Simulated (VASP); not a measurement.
A run of VASP 6.6.1 is set up as follows.

File POSCAR:

```
SiC
1.0
    0.0000000000      2.1780497564      2.1780497564
    2.1780497564      0.0000000000      2.1780497564
    2.1780497564      2.1780497564      0.0000000000
Si C
1 1
Direct
    0.2500000000      0.2500000000      0.2500000000
    0.0000000000      0.0000000000      0.0000000000
```

INCAR.step1

```
SYSTEM = SiC
ALGO = Normal ; EDIFF = 1E-5
ENCUT = 910 ; GGA = PE
GGA_COMPAT = .False. ; ISIF = 2
ISMEAR = 0 ; LASPH = .True.
LCHARG = .False. ; LREAL = .False.
LWAVE = .True. ; NBANDS = 11
NELM = 120 ; PREC = Accurate
SIGMA = 0.01
```

File INCAR.step2:

```
SYSTEM = SiC
AEXX = 0.75 ; ALGO = Normal
EDIFF = 1E-6 ; ENCUT = 910
GGA = PE ; GGA_COMPAT = .False.
HFSCREEN = 0.2078 ; ISIF = 2
ISMEAR = 0 ; ISTART = 1
LASPH = .True. ; LCHARG = .False.
LHFCALC = .True. ; LREAL = .False.
LWAVE = .False. ; NBANDS = 11
NELM = 120 ; PREC = Accurate
PRECFOCK = Normal ; SIGMA = 0.01
```

File KPOINTS:

```
k-points
0
Gamma
  4 4 4
  0 0 0
```

Potentials or basis: VASP PAW PBE potentials, release 64 (Si, C_h).

Command:

```sh
$ cat potpaw_PBE.64/Si/POTCAR potpaw_PBE.64/C_h/POTCAR > POTCAR
$ cp INCAR.step1 INCAR
$ mpirun -np 1 vasp_std > vasp.out
$ cp INCAR.step2 INCAR
$ mpirun -np 1 vasp_std > vasp.out
```

Task: Estimate the band gap on the k mesh.

Result: 4.24 eV, indirect (least direct gap 8.32 eV).

Task: Predict the pressure.

Result: -10.6 GPa.

Caveat: the k points lie up to 0.62 Å⁻¹ apart; the cutoff is under 1.25 times the usual one of these potentials, so pressure, stress and relaxed cells hold a basis-set (Pulay) error; the PAW data sets were made with another functional, which shifts forces and pressure a little. A k mesh can miss the band edges.
